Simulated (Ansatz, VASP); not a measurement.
## Two plane-wave programs on LiTlTe2

Contents of INCAR:

```
PREC = Accurate
ENCUT = 520
EDIFF = 1E-6
ISMEAR = 0
SIGMA = 0.01
LREAL = F
LASPH = T
NELM = 100
ALGO = Normal
ISIF = 2
LWAVE = F
LCHARG = F
GGA = PE
NBANDS = 22
```

File KPOINTS:

```
Automatic mesh
0
Gamma
  4 4 4
```

File POSCAR:

```
LiTlTe2
1.0
    4.5980007822      0.0000000000      0.0000000000
    0.0000000000      4.5980007822      0.0000000000
    0.0000000000      0.0000000000      6.4734597936
Li Te Tl
1 2 1
Direct
    0.0000000000      0.0000000000      0.0000000000
    0.0000000000      0.5000000000      0.2309160927
    0.5000000000      0.0000000000      0.7690839073
    0.5000000000      0.5000000000      0.5000000000
```

Input for Ansatz:

```yaml
crystal:
  lattice:
    - [4.5980007822, 0.0, 0.0]
    - [0.0, 4.5980007822, 0.0]
    - [0.0, 0.0, 6.4734597936]
  atoms:
    - { symbol: Li, position: [0.0, 0.0, 0.0] }
    - { symbol: Te, position: [0.0, 0.5, 0.2309160927] }
    - { symbol: Tl, position: [0.5, 0.5, 0.5] }
    - { symbol: Te, position: [0.5, 0.0, 0.7690839073] }
kpoints:
  mp_grid: { grid: [4, 4, 4] }
hamiltonian:
  xc: pbe
scf:
  occupations: { method: fixed }
output:
  optics:
    e_range: [0, 12]
    de: 0.05
    sigma: 0.1
    bands: { spectra_wanted_up_to: 12 }
  write_density: true
  write_potential: true
  elf: true
  volumetric_format: npy
```

Alike in both runs: task single point; functional PBE; k mesh 4 × 4 × 4; no spin polarisation.

```csv
,VASP,Ansatz
version,VASP 6.6.1,Ansatz 0.2.0
potentials or method,"VASP PAW PBE potentials, release 64 (Li_sv, Te, Tl_d)","plane waves, PAW"
plane-wave cutoff (eV),520,420
occupations,"gaussian, width 0.01 eV",fixed
valence electrons in the cell,28,48
```

|  | VASP | Ansatz | Ansatz less VASP |
| --- | --- | --- | --- |
| gap on the k mesh at the Fermi level (eV) | 0.15 | 0.16 | +0.013 |

VASP's potentials hold 28 valence electrons a cell and Ansatz's 48, so a difference there can come from the potentials and not from the codes.

Neither program's run includes spin-orbit coupling. Noted on VASP's run: the cutoff is under 1.25 times that of the potentials, so the pressure is a little rough.
